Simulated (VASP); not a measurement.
# C in VASP: single point with PBE+D3(BJ)

Aim: the single point of C with PBE+D3(BJ).

Everything below comes from runs of VASP 6.6.1. Logs are shortened: lines on timing, memory, paths and dates and some standing lists are left out, and cuts for length are marked.

### Step 1. The cell of the first run

The cell holds a slab with vacuum, 4 atoms: a = 2.456 Å, b = 2.456 Å, c = 20.503 Å, α = 90.00°, β = 90.00°, γ = 60.00°.

### Step 2. Single point, PBE+D3(BJ)

The input, INCAR:

```
  PREC = Accurate
  ENCUT = 520
  EDIFF = 1E-7
  ISMEAR = 0
  SIGMA = 0.05
  LREAL = F
  LASPH = T
  NELM = 100
  ALGO = Normal
  ISIF = 2
  LWAVE = F
  LCHARG = F
  LDIPOL = T
  IDIPOL = 3
  DIPOL = 0.5 0.5 0.500
  GGA = PE
  IVDW = 12
  NBANDS = 16
```

The input, KPOINTS:

```
regular mesh
0
Gamma
  48 48 1
```

The input, POSCAR:

```
C
1.0
    2.4564546500      0.0000000000      0.0000000000
    1.2281170900      2.1274157700      0.0000000000
    0.0000000000      0.0000000000     20.5034818813
C
4
Direct
    0.1574584200      0.1574584200      0.4145637336
    0.4908076799      0.4908076801      0.4145955219
    0.4815914699      0.4815914701      0.5854044781
    0.8149407198      0.8149407202      0.5854362664
```

Potentials or basis: VASP PAW PBE potentials, release 64 (C).

Started as:

```sh
cat potpaw_PBE.64/C/POTCAR > POTCAR
mpirun -np 1 vasp_std > vasp.out
```

OUTCAR:

```text
PREC = Accurate
   ENCUT = 520
   EDIFF = 1E-7
   ISMEAR = 0
   LREAL = F
   LASPH = T
   NELM = 100
   ISIF = 2
   GGA = PE
   IVDW = 12
 IVDW          = 12

 ion  position               nearest neighbor table
   1  0.157  0.157  0.415-   2 1.42   2 1.42   2 1.42
   2  0.491  0.491  0.415-   1 1.42   1 1.42   1 1.42
   3  0.482  0.482  0.585-   4 1.42   4 1.42   4 1.42
   4  0.815  0.815  0.585-   3 1.42   3 1.42   3 1.42

  LATTYP: Found a base centered orthorhombic cell.
 ALAT       =     2.4565648821
 B/A-ratio  =     1.7319471781
 C/A-ratio  =     8.3464035618

  Lattice vectors:

 A1 = (  -1.2281170900,  -2.1274157700,   0.0000000000)
 A2 = (   2.4564546500,   0.0000000000,   0.0000000000)
 A3 = (   0.0000000000,   0.0000000000,  20.5034818813)

Analysis of symmetry for initial positions (statically):
=====================================================================
 Subroutine PRICEL returns:
 Original cell was already a primitive cell.

 Routine SETGRP: Setting up the symmetry group for a
 base centered orthorhombic supercell.

 Subroutine GETGRP returns: Found  4 space group operations
 (whereof  2 operations were pure point group operations)
 out of a pool of  8 trial point group operations.

The static configuration has the point symmetry C_1h.
 The point group associated with its full space group is C_2h.

Analysis of symmetry for dynamics (positions and initial velocities):
=====================================================================
 Subroutine PRICEL returns:
 Original cell was already a primitive cell.

 Routine SETGRP: Setting up the symmetry group for a
 base centered orthorhombic supercell.

 Subroutine GETGRP returns: Found  4 space group operations
 (whereof  2 operations were pure point group operations)
 out of a pool of  8 trial point group operations.

The dynamic configuration has the point symmetry C_1h.
 The point group associated with its full space group is C_2h.

 Subroutine INISYM returns: Found  4 space group operations
 (whereof  2 operations are pure point group operations),
 and found     1 'primitive' translations

----------------------------------------------------------------------------------------

                                     Primitive cell

  volume of cell :     107.1492

  direct lattice vectors                    reciprocal lattice vectors
     2.456454650  0.000000000  0.000000000     0.407090764 -0.235005837  0.000000000
     1.228117090  2.127415770  0.000000000     0.000000000  0.470053863  0.000000000
     0.000000000  0.000000000 20.503481881     0.000000000  0.000000000  0.048772204

  length of vectors
     2.456454650  2.456454650 20.503481881     0.470053862  0.470053863  0.048772204

  position of ions in fractional coordinates (direct lattice)
     0.157458420  0.157458420  0.414563734
     0.490807680  0.490807680  0.414595522
     0.481591470  0.481591470  0.585404478
     0.814940720  0.814940720  0.585436266

  ion indices of the primitive-cell ions
   primitive index   ion index
                 1           1
                 2           2
                 3           3
                 4           4

----------------------------------------------------------------------------------------

 KPOINTS: regular mesh

Automatic generation of k-mesh.
 Grid dimensions read from file:
 generate k-points for:   48   48    1

 Generating k-lattice:

  Cartesian coordinates                     Fractional coordinates (reciprocal lattice)
     0.008481058 -0.004895955  0.000000000     0.020833333  0.000000000  0.000000000
     0.000000000  0.009792789  0.000000000     0.000000000  0.020833333  0.000000000
     0.000000000  0.000000000  0.048772204     0.000000000  0.000000000  1.000000000

  Length of vectors
     0.009792789  0.009792789  0.048772204

  Shift w.r.t. Gamma in fractional coordinates (k-lattice)
     0.000000000  0.000000000  0.000000000

 Subroutine IBZKPT returns following result:
 ===========================================

 Found    601 irreducible k-points:

 Following reciprocal coordinates:
            Coordinates               Weight
  0.000000  0.000000  0.000000      1.000000
  0.020833  0.000000  0.000000      4.000000
  0.041667  0.000000  0.000000      4.000000
  0.062500  0.000000  0.000000      4.000000
  0.083333 -0.000000  0.000000      4.000000
  0.104167  0.000000  0.000000      4.000000
[... 16 lines left out ...]
  0.458333  0.000000  0.000000      4.000000
  0.479167 -0.000000  0.000000      4.000000
 [... further k-points ...]
   k-points           NKPTS =    601   k-points in BZ     NKDIM =    601   number of bands    NBANDS=     16
   number of dos      NEDOS =    301   number of ions     NIONS =      4
   total plane-waves  NPLWV =  51840
   dimension x,y,z NGX =    18 NGY =   18 NGZ =  160
   dimension x,y,z NGXF=    36 NGYF=   36 NGZF=  320
   ions per type =               4
   NGX,Y,Z   is equivalent  to a cutoff of  12.18, 12.18, 12.97 a.u.
   NGXF,Y,Z  is equivalent  to a cutoff of  24.36, 24.36, 25.95 a.u.
 SYSTEM =  unknown system
   PREC   = accura    normal or accurate (medium, high low for compatibility)
   ISTART =      0    job   : 0-new  1-cont  2-samecut
   ICHARG =      2    charge: 1-file 2-atom 10-const
   ISPIN  =      1    spin polarized calculation?
   LNONCOLLINEAR =      F non collinear calculations
   LSORBIT =      F    spin-orbit coupling
   LASPH  =      T    aspherical Exc in radial PAW
   ENCUT  =  520.0 eV  38.22 Ry    6.18 a.u.   4.57  4.57 38.12*2*pi/ulx,y,z
   NELM   =    100;   NELMIN=  2; NELMDL= -5     # of ELM steps
   EDIFF  = 0.1E-06   stopping-criterion for ELM
   LREAL  =      F    real-space projection
   EDIFFG = 0.1E-05   stopping-criterion for IOM
   NSW    =      0    number of steps for IOM
   IBRION =     -1    ionic relax: 0-MD 1-quasi-New 2-CG
   NFREE  =      0    steps in history (QN), initial steepest desc. (CG)
   ISIF   =      2    stress and relaxation
   ISYM   =      2    0-nonsym 1-usesym 2-fastsym
   POTIM  = 0.5000    time-step for ionic-motion
   TEBEG  =    0.0;   TEEND  =   0.0 temperature during run
   PSTRESS=    0.0 pullay stress
   NELECT =      16.0000    total number of electrons
   NUPDOWN=      -1.0000    fix difference up-down
   EMIN   =  10.00;   EMAX   =-10.00  energy-range for DOS
   EFERMI =   0.00;   METHOD = LEGACY
   ISMEAR =     0;   SIGMA  =   0.05  broadening in eV -4-tet -1-fermi 0-gaus
   EFERMI_NEDOS =   21; number of points for ismear=-14 and -15
   IALGO  =     38    algorithm
   IMIX   =      4    mixing-type and parameters
     AMIX     =   0.40;   BMIX     =  1.00
     AMIX_MAG =   1.60;   BMIX_MAG =  1.00
  volume/ion in A,a.u.               =      26.79       180.77
  Fermi-wavevector in a.u.,A,eV,Ry     =   0.868531  1.641285 10.263498  0.754346
  Thomas-Fermi vector in A             =   1.987223
   LORBIT       =      0    0 simple, 1 ext, 2 COOP (PROOUT), +10 PAW based schemes
   GGA     = PE    functional components
   LHFCALC =     F    Hartree Fock is set to
   AEXX    =    0.0000 exact exchange contribution
   IVDW    =    12    specifies the selected vdW correction
   LEPSILON=     F    determine dielectric tensor
   LRPA    =     F    only Hartree local field effects (RPA)
 non-spin polarized calculation
 Gauss-broadening in eV      SIGMA  =   0.05
  energy-cutoff  :      520.00
  volume of cell :      107.15
 maximum number of plane-waves:      2934
   NGX =  9   NGY =  9   NGZ = 77

 number of electron      16.0000003 magnetization

 dipolmoment           0.000000      0.000000     -0.000000 electrons x Angstroem

 Free energy of the ion-electron system (eV)
  ---------------------------------------------------
  ext. energy  EPLUGINS =         0.00000000
  ---------------------------------------------------
  free energy    TOTEN  =       -36.88315458 eV

  energy without entropy =      -36.88310704  energy(sigma->0) =      -36.88313081

 E-fermi :  -1.2901     XC(G=0):  -3.8186

 val. band max:       -1.2987352171   @ k =  -0.3333   0.3333   0.0000
 cond. band min:      -1.2814632927   @ k =  -0.3333   0.3333   0.0000
 fundamental gap:      0.0172719245
 Fermi energy:        -1.2900992551

 k-point     1 :       0.0000    0.0000    0.0000
  band No.  band energies     occupation
      1     -20.9478      2.00000
      2     -20.8416      2.00000
      3      -9.3584      2.00000
      4      -8.5817      2.00000
      5      -4.3215      2.00000
      6      -4.3197      2.00000
[... 8 lines left out ...]
     15       7.0922      0.00000
     16       7.0941      0.00000

 k-point     2 :       0.0208    0.0000    0.0000
  band No.  band energies     occupation
      1     -20.9375      2.00000
      2     -20.8313      2.00000
      3      -9.3459      2.00000
      4      -8.5695      2.00000
      5      -4.3642      2.00000
      6      -4.3584      2.00000
[... 8 lines left out ...]
     15       7.0850      0.00000
     16       7.1238      0.00000

 k-point     3 :       0.0417    0.0000    0.0000
  band No.  band energies     occupation
      1     -20.9064      2.00000
      2     -20.8004      2.00000
      3      -9.3083      2.00000
      4      -8.5329      2.00000
      5      -4.4918      2.00000
      6      -4.4848      2.00000
[... 8 lines left out ...]
     15       7.0929      0.00000
     16       7.1732      0.00000
[... 362 lines left out ...]
 k-point    23 :       0.4583    0.0000    0.0000
  band No.  band energies     occupation
      1     -16.1528      2.00000
      2     -16.0828      2.00000
      3     -14.0408      2.00000
      4     -13.9840      2.00000
      5      -7.6982      2.00000
      6      -7.6807      2.00000
[... 8 lines left out ...]
     15      10.0848      0.00000
     16      10.8808      0.00000

 k-point    24 :       0.4792   -0.0000    0.0000
  band No.  band energies     occupation
      1     -15.8019      2.00000
      2     -15.7432      2.00000
      3     -14.4283      2.00000
      4     -14.3791      2.00000
      5      -7.7291      2.00000
      6      -7.7115      2.00000
[... 8 lines left out ...]
     15      10.5523      0.00000
     16      10.6976      0.00000

 [... further k-points ...]

------------------------ aborting loop because EDIFF is reached ----------------------------------------

 vacuum level on the upper side and lower side of the slab       (xc-potential included)        -0.083        -0.083

 Edisp (eV)   -0.46565

 E8    (eV) :    -0.1387

  FORCE on cell =-STRESS in cart. coord.  units (eV):
  Direction    XX          YY          ZZ          XY          YZ          ZX
  --------------------------------------------------------------------------------------
  -------------------------------------------------------------------------------------
  Total       1.19848     1.19288    -0.10264     0.00485     0.00158     0.00274
  in kB      17.92055    17.83689    -1.53473     0.07246     0.02368     0.04102
  external pressure =       11.41 kB  Pullay stress =        0.00 kB

 VOLUME and BASIS-vectors are now :
 -----------------------------------------------------------------------------
  energy-cutoff  :      520.00
  volume of cell :      107.15
      direct lattice vectors                 reciprocal lattice vectors
     2.456454650  0.000000000  0.000000000     0.407090764 -0.235005837  0.000000000
     1.228117090  2.127415770  0.000000000     0.000000000  0.470053863  0.000000000
     0.000000000  0.000000000 20.503481881     0.000000000  0.000000000  0.048772204

 POSITION                                       TOTAL-FORCE (eV/Angst)
 -----------------------------------------------------------------------------------
      0.58017      0.33498      8.50000         0.002335      0.001348      0.018102
      1.80842      1.04415      8.50065        -0.003111     -0.001796      0.004424
      1.77446      1.02455     12.00283         0.003111      0.001796     -0.004424
      3.00271      1.73372     12.00348        -0.002335     -0.001348     -0.018102
 -----------------------------------------------------------------------------------
    total drift:                               -0.000007     -0.000004      0.000000

  FREE ENERGIE OF THE ION-ELECTRON SYSTEM (eV)
  ---------------------------------------------------
  free  energy   TOTEN  =       -37.3488070301 eV

  energy  without entropy=      -37.3487594947  energy(sigma->0) =      -37.34878326

 vacuum level on the upper side and lower side of the slab         2.886         2.886
```

Run time: 31 min. Hardware: 1 thread of Intel Xeon Platinum 8175M at 2.50GHz (Skylake/Cascade Lake), shared host; peak memory 0.79 GiB.

What came out:

```yaml
Free_energy: -37.3488 eV
Largest_force: 0.018 eV/Å
Dispersion_energy_per_atom: -0.116 eV
```

Forces on the atoms (eV/Å):
```
C    0.002  0.001  0.018
C   -0.003 -0.002  0.004
C    0.003  0.002 -0.004
C   -0.002 -0.001 -0.018
```

Levels at points of the mesh, in eV from the Fermi level:
| k point | band 5 | band 6 | band 7 | band 8 | band 9 | band 10 | band 11 | band 12 |
| --- | --- | --- | --- | --- | --- | --- | --- | --- |
| (0.00, 0.00, 0.00) | -3.03 | -3.03 | -3.03 | -3.02 | 3.36 | 3.76 | 4.51 | 5.63 |
| (0.50, 0.00, 0.00) | -6.45 | -6.43 | -2.53 | -2.24 | 1.55 | 1.86 | 7.42 | 7.56 |
| (0.50, 0.50, 0.00) | -6.45 | -6.43 | -2.52 | -2.27 | 1.58 | 1.84 | 7.42 | 7.56 |
